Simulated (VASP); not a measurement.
**AlN: single point with PBE**

AlN:

```
CELL_PARAMETERS angstrom
3.13024 0.00000 0.00000
-1.56512 2.71087 0.00000
0.00000 0.00000 5.01798
ATOMIC_POSITIONS crystal
Al 0.33333 0.66667 0.04657
Al 0.66667 0.33333 0.50173
N 0.33333 0.66667 0.38327
N 0.66667 0.33333 0.88327
```

This cell differs from its parent crystal: atom 1 (Al) moved by (+0.000, +0.225) A along x and z.

- Program: VASP 6.6.1
- Task: single point
- Functional: PBE
- Potentials or basis: VASP PAW PBE potentials, release 64 (Al, N)
- Cutoff: 520 eV
- k mesh: 12 × 12 × 6
- Occupations: gaussian, width 0.05 eV
- Spin: no spin polarisation

```
Pressure               : 4.4 GPa
Largest force          : 7.043 eV/Å
Band gap on the k mesh : 3.11 eV
```

Forces on the atoms (eV/Å):
```
Al   0.000  0.000 -7.043
Al   0.000  0.000  1.912
N    0.000  0.000  3.563
N    0.000  0.000  1.569
```

Stress tensor (GPa, compression positive):
```
-2.68  0.00  0.00
 0.00 -2.68  0.00
 0.00  0.00 18.53
```

Levels at points of the mesh, in eV from the valence-band top:
```tsv
k point	band 6	band 7	band 8	band 9	band 10	band 11
(0.00, 0.00, 0.00)	-0.95	0.00	0.00	3.11	6.03	9.51
(0.50, 0.00, 0.00)	-3.08	-2.46	-0.70	4.80	4.96	7.48
(0.00, 0.00, 0.50)	-2.01	-0.06	-0.06	4.90	6.01	9.08
(0.50, 0.00, 0.50)	-2.34	-1.79	-1.01	4.25	4.58	8.50
```

It took 21 s on 1 thread of Intel(R) Xeon(R) 6975P-C (Granite Rapids), with other jobs on the host, peak memory 0.19 GiB.

Caveat: the cell differs from its parent crystal (atom 1 (Al) moved by (+0.000, +0.225) A along x and z); the stress differs along the axes, from -3 to 19 GPa; forces of over 1 eV/Å act on the atoms, so gaps and moduli don't describe the material at rest. A k mesh can miss the band edges.
